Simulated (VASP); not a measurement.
Set up this calculation in VASP 6.6.1, as the native input.

* Task: single point
* Functional: PBE
* Potentials or basis: VASP PAW PBE potentials, release 64 (Be)
* Cutoff: 520 eV
* k mesh: 21 × 21 × 1
* Occupations: fermi-dirac, width 0.05 eV
* Spin: no spin polarisation
* Dipole correction: yes
* Further INCAR settings: ALGO = Normal; EDIFF = 1e-06; NBANDS = 15

The structure of Be lies in POSCAR:

```
Be
1.0
    2.2613065234      0.0000000000      0.0000000000
   -1.1306532617      1.9583488950      0.0000000000
    0.0000000000      0.0000000000     24.9226000000
Be
6
Direct
    0.8333333330      0.1666666670      0.3209946222
    0.1666666670      0.8333333330      0.3925967734
    0.8333333330      0.1666666670      0.4641989244
    0.1666666670      0.8333333330      0.5358010756
    0.8333333330      0.1666666670      0.6074032266
    0.1666666670      0.8333333330      0.6790053778
```

These files were run (other wordings do the same):

INCAR

```
SYSTEM = Be
ALGO = Normal
DIPOL = 0.5 0.5 0.500
EDIFF = 1E-6
ENCUT = 520
GGA = PE
IDIPOL = 3
ISIF = 2
ISMEAR = -1
LASPH = .TRUE.
LCHARG = .TRUE.
LDIPOL = .TRUE.
LELF = .TRUE.
LREAL = .FALSE.
LVACPOTAV = .TRUE.
LVHAR = .TRUE.
LWAVE = .FALSE.
NBANDS = 15
NELM = 60
PREC = Accurate
SIGMA = 0.05
```

KPOINTS

```
k-points
0
G
  21 21 1
  0 0 0
```

Potentials or basis: VASP PAW PBE potentials, release 64 (Be).

Command:

```console
$ cat potpaw_PBE.64/Be/POTCAR > POTCAR
$ mpirun -np 1 vasp_std > vasp.out
```

Results of the run:

```yaml
Largest_force: 0.176 eV/Å
Band_gap_on_the_k_mesh: zero (band 6 reaches 0.66 eV, above the bottom of band 7 at -2.58 eV)
```

Run time: 61 s on 1 thread of Intel(R) Xeon(R) 6975P-C (Granite Rapids), on a shared host, peak memory 0.25 GiB.
